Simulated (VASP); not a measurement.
**Zn: relaxation of cell and atoms with revPBE+D4**

Crystal: Zn.

```
CELL_PARAMETERS angstrom
-1.56904 1.56904 1.56904
1.56904 -1.56904 1.56904
1.56904 1.56904 -1.56904
ATOMIC_POSITIONS crystal
Zn 0.00000 0.00000 0.00000
```

```
Program                : VASP 6.6.1
Task                   : relaxation of cell and atoms
Functional             : revPBE
Dispersion             : D4
Potentials or basis    : VASP PAW PBE potentials, release 64 (Zn)
Cutoff                 : 600 eV
k mesh                 : 12 × 12 × 12
Occupations            : fermi-dirac, width 0.05 eV
Spin                   : no spin polarisation
Dipole correction      : no
Further INCAR settings : ALGO = Normal; EDIFF = 1e-06; IBRION = 2; EDIFFG = -0.01; NSW = 60; ISIF = 3
```

```
Relaxed volume                         : 14.61 Å³/atom
Relaxed cell                           : a = 2.667 Å, b = 2.667 Å, c = 2.667 Å, α = 109.47°, β = 109.47°, γ = 109.47°
Space group after relaxing (to 0.05 Å) : Im-3m (No. 229)
Energy gained by relaxing              : 9.9 meV/atom
Ionic steps                            : 4
Pressure after relaxing                : 0.0 GPa
Band gap on the k mesh                 : zero (band 6 reaches 7.91 eV, above the bottom of band 7 at 2.74 eV)
Dispersion energy per atom             : -0.582 eV
```

The path:
```tsv
step	energy change (eV)	largest force (eV/Å)	pressure (GPa)	volume (Å³)
1	0.0000	0.0000	-3.45	15.45
2	-0.0097	0.0000	-0.69	14.72
3	-0.0099	0.0000	0.25	14.57
4	-0.0099	0.0000	-0.03	14.61
```

Final structure:
```yaml
crystal:
  lattice:
    - [-1.53991, 1.53991, 1.53991]
    - [1.53991, -1.53991, 1.53991]
    - [1.53991, 1.53991, -1.53991]
  atoms:
    - { symbol: Zn, position: [0.00000, 0.00000, 0.00000] }
```

Levels at points of the mesh, in eV from the Fermi level:
```tsv
k point	band 4	band 5	band 6	band 7	band 8	band 9
(0.00, 0.00, 0.00)	-7.94	-7.40	-7.40	19.98	19.98	19.98
(0.50, 0.00, 0.00)	-7.36	-7.03	-2.92	-0.89	11.77	13.03
(0.50, 0.50, 0.50)	-7.12	-7.12	4.27	4.27	4.27	8.19
```

Wall time 20 s on 1 thread of Intel(R) Xeon(R) Platinum 8259CL CPU @ 2.50GHz (Skylake/Cascade Lake) (shared host), peak memory 0.15 GiB.

Caveat: the PAW data sets were made with another functional, which shifts forces and pressure a little; pairwise dispersion overbinds metals, which lowers pressure and volume.
